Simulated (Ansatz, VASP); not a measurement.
# One calculation of RbBr, two programs

Contents of POSCAR:

```
RbBr
1.0
    4.7228925010      0.0000000000      0.0000000000
   -2.3614462505      4.0901448852      0.0000000000
    0.0000000000      0.0000000000      8.3251971839
Rb Br
2 2
Direct
    0.0000000000      0.0000000000      0.0000000000
    0.0000000000      0.0000000000      0.5000000000
    0.3333333333      0.6666666667      0.2500000000
    0.6666666667      0.3333333333      0.7500000000
```

Contents of INCAR.step1:

```
SYSTEM = RbBr
PREC     = Accurate       ! precision mode
ENCUT    = 520            ! plane-wave cutoff, eV
ISMEAR   = 0              ! smearing method
SIGMA    = 0.01           ! smearing width, eV
LREAL    = .FALSE.        ! projectors in reciprocal space
LASPH    = .TRUE.         ! aspherical terms in the spheres
NELM     = 60             ! most SCF steps
NBANDS   = 24             ! bands
GGA      = PE             ! functional
ALGO     = Normal         ! electronic algorithm
EDIFF    = 1E-4           ! SCF threshold, eV
LWAVE    = .TRUE.         ! write WAVECAR
LCHARG   = .FALSE.        ! write CHGCAR
```

The input INCAR.step2:

```
SYSTEM = RbBr
PREC     = Accurate       ! precision mode
ENCUT    = 520            ! plane-wave cutoff, eV
EDIFF    = 1E-6           ! SCF threshold, eV
ISMEAR   = 0              ! smearing method
SIGMA    = 0.01           ! smearing width, eV
LREAL    = .FALSE.        ! projectors in reciprocal space
LASPH    = .TRUE.         ! aspherical terms in the spheres
NELM     = 60             ! most SCF steps
ALGO     = Normal         ! electronic algorithm
ISIF     = 2              ! what is computed and relaxed
LWAVE    = .FALSE.        ! write WAVECAR
LCHARG   = .FALSE.        ! write CHGCAR
METAGGA  = R2SCAN         ! meta-GGA
LMIXTAU  = .TRUE.       
NBANDS   = 24             ! bands
ISTART   = 1
```

The input KPOINTS:

```
Automatic mesh
0
G
  6 6 4
  0 0 0
```

Input for Ansatz:

```yaml
crystal:
  lattice:
    - [4.722892501, 0.0, 0.0]
    - [-2.3614462505, 4.0901448852, 0.0]
    - [0.0, 0.0, 8.3251971839]
  atoms:
    - { symbol: Rb, position: [0.0, 0.0, 0.0] }
    - { symbol: Rb, position: [0.0, 0.0, 0.5] }
    - { symbol: Br, position: [0.3333333333, 0.6666666667, 0.25] }
    - { symbol: Br, position: [0.6666666667, 0.3333333333, 0.75] }
kpoints:
  mp_grid: { grid: [6, 6, 4] }
hamiltonian:
  xc: r2scan
scf:
  occupations: { method: fixed }
  n_extra_bands: 5
output:
  forces: true
  stress: true
  eigenvalues: true
```

Alike in both runs: task single point; functional r2SCAN; k mesh 6 × 6 × 4; no spin polarisation.

```csv
,VASP,Ansatz
version,VASP 6.6.1,Ansatz 0.2.0
potentials or method,"VASP PAW PBE potentials, release 64 (Rb_sv, Br)","plane waves, PAW"
plane-wave cutoff (eV),520,500
occupations,"gaussian, width 0.01 eV",fixed
valence electrons in the cell,32,32
```

```tsv
	VASP	Ansatz	Ansatz less VASP
gap on the k mesh at the Fermi level (eV)	4.92	4.92	0.000
pressure (GPa)	0.5	0.5	-0.02
```

VASP's potentials were made for PBE, not for r2SCAN.
